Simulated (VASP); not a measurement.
Set up this calculation in VASP 6.6.1, as the native input.

```
Task                   : electric field gradients
Functional             : PBE
Potentials or basis    : VASP PAW PBE potentials, release 64 (Ca_sv, Se)
Cutoff                 : 400 eV
k mesh                 : 7 × 7 × 7
Occupations            : fermi-dirac, width 0.01 eV
Spin                   : no spin polarisation
Dipole correction      : no
Further INCAR settings : ALGO = Normal; EDIFF = 1e-08; NBANDS = 15
```

The structure of CaSe lies in POSCAR:

```
CaSe
1.0
    0.0000000000      2.9560000000      2.9560000000
    2.9560000000      0.0000000000      2.9560000000
    2.9560000000      2.9560000000      0.0000000000
Ca Se
1 1
Direct
   -0.0050744249      0.0050744249      0.0050744249
    0.5000000000      0.5000000000      0.5000000000
```

This cell differs from its parent crystal: atom 1 (Ca) moved by [0.03, 0.0, 0.0] A.

The input as run:

INCAR

```
PREC = Accurate
ENCUT = 400
EDIFF = 1E-8
ISMEAR = -1
SIGMA = 0.01
LREAL = F
LASPH = T
NELM = 120
ALGO = Normal
ISIF = 2
LWAVE = F
LCHARG = F
GGA = PE
LEFG = T
NBANDS = 15
GGA_COMPAT = F
```

KPOINTS

```
Automatic mesh
0
Gamma
  7 7 7
```

Potentials or basis: VASP PAW PBE potentials, release 64 (Ca_sv, Se).

The run is started by

```bash
$ cat potpaw_PBE.64/Ca_sv/POTCAR potpaw_PBE.64/Se/POTCAR > POTCAR
$ mpirun -np 1 vasp_std > vasp.out
```

Results of the run:

| Property | Result |
| --- | --- |
| Pressure | 1.4 GPa |
| Largest force | 0.095 eV/Å |
| Band gap on the k mesh | 2.08 eV (least direct gap 2.99 eV) |
| Largest electric field gradient by atom | Ca -0.1; Se -0.3 V/Å² |

Caveat: the cell differs from its parent crystal (atom 1 (Ca) moved by [0.03, 0.0, 0.0] A); without QUAD_EFG the Cq values of the log hold for a quadrupole moment of 1 mb, not for the nuclei.

It took 44 s on 1 thread of Intel Xeon 8259CL (shared host), peak memory 0.16 GiB.
